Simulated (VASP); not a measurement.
A run of VASP 6.6.1 is set up as follows.

File INCAR:

```
SYSTEM = WC
PREC = Accurate
ENCUT = 520
EDIFF = 1E-7
ISMEAR = -1
SIGMA = 0.05
LREAL = .FALSE.
LASPH = .TRUE.
NELM = 60
ALGO = Normal
ISIF = 2
LWAVE = .FALSE.
LCHARG = .FALSE.
GGA = RE
NBANDS = 16
```

File KPOINTS:

```
regular mesh
0
G
  10 10 9
  0 0 0
```

Contents of POSCAR:

```
WC
1.0
    2.9635046684      0.0000000000      0.0000000000
   -1.4817523342      2.5664703270      0.0000000000
    0.0000000000      0.0000000000      2.8922337321
W C
1 1
Direct
    0.0000000000      0.0000000000      0.0000000000
    0.6666666667      0.3333333333      0.5000000000
```

Potentials or basis: VASP PAW PBE potentials, release 64 (W_sv, C).

The run is started by

```console
$ cat potpaw_PBE.64/W_sv/POTCAR potpaw_PBE.64/C/POTCAR > POTCAR
$ mpirun -np 1 vasp_std > vasp.out
```

Problem. Predict the pressure.

Solution. -11.8 GPa.

Problem. Predict the band gap on the k mesh.

Solution. Zero (bands 9 and 10 overlap by 1.10 eV).

Stress tensor (GPa, compression positive):
```
-10.63   0.00   0.00
  0.00 -10.63   0.00
  0.00   0.00 -14.14
```

Caveat: the cell stands under tension; the PAW data sets were made with another functional, which shifts forces and pressure a little; spin-orbit coupling is left out, which moves the levels of the heavy elements.
